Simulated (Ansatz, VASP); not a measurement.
**C: VASP beside Ansatz**

```
CELL_PARAMETERS angstrom
2.48954 0.00000 0.00000
-1.24477 2.15600 0.00000
0.00000 0.00000 6.86052
ATOMIC_POSITIONS crystal
C 0.00000 0.00000 0.00250
C 0.00000 0.00000 0.50250
C 0.33333 0.66667 0.00250
C 0.66667 0.33333 0.50250
```

Alike in both runs: task single point; functional r2SCAN; k mesh 24 × 24 × 8; occupations gaussian, width 0.15 eV; no spin polarisation.

|  | VASP | Ansatz |
| --- | --- | --- |
| version | VASP 6.6.1 | Ansatz 0.2.0 |
| potentials or method | VASP PAW PBE potentials, release 64 (C), cutoff 520 eV | scalar-relativistic, plane waves, PAW |
| valence electrons in the cell | 16 | 16 |

Ansatz gave:

* gap on the k mesh at the Fermi level (eV): none
* pressure (GPa): -10.6
* traceless stress, the component that is largest in VASP (GPa): 11.37

Problem. Which values does VASP return?

Solution. gap on the k mesh at the Fermi level (eV): none; pressure (GPa): -9.9; traceless stress, the component that is largest in VASP (GPa): 10.63.

VASP's potentials were made for PBE, not for r2SCAN. A gap of «none» marks a metal or a gap that the smearing closes. The functional is the same, so the differences come from potentials, cutoffs and numerics.
